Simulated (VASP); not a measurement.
Crystal: TiPt3.

```xyz
4
Lattice="3.8970 0.0000 0.0000 0.0000 3.8970 0.0000 0.0000 0.0000 3.8970" Properties=species:S:1:pos:R:3 pbc="T T T"
Ti    0.0000    0.0000    0.0000
Pt    0.0000    1.9485    1.9485
Pt    1.9485    0.0000    1.9485
Pt    1.9485    1.9485    0.0000
```

- Program: VASP 6.6.1
- Task: relaxation of cell and atoms
- Functional: PBE
- Potentials or basis: VASP PAW PBE potentials, release 64 (Ti_sv, Pt)
- Cutoff: 600 eV
- k mesh: 8 × 8 × 8
- Occupations: fermi-dirac, width 0.1 eV
- Spin: no spin polarisation

At the start: pressure 9.9 GPa; volume 14.80 Å³/atom.

Question: How do energy, volume and symmetry change on relaxing?

Answer: Over 4 steps the energy falls by 17.0 meV/atom and the volume is 15.37 Å³/atom (+3.9 %); space group Pm-3m (No. 221, to 0.1 Å) before and after.

The path:
| step | energy change (eV) | largest force (eV/Å) | pressure (GPa) | volume (Å³) |
| --- | --- | --- | --- | --- |
| 1 | 0.0000 | 0.0000 | 9.87 | 59.18 |
| 2 | 0.2746 | 0.0000 | -17.03 | 67.34 |
| 3 | -0.0678 | 0.0000 | -0.30 | 61.55 |
| 4 | -0.0679 | 0.0000 | -0.04 | 61.48 |

Final structure:
```
Ti Pt
1.0
     3.94681    0.00000    0.00000
     0.00000    3.94681    0.00000
     0.00000    0.00000    3.94681
Ti Pt
1 3
Direct
  0.00000 0.00000 0.00000
  0.00000 0.50000 0.50000
  0.50000 0.00000 0.50000
  0.50000 0.50000 0.00000
```
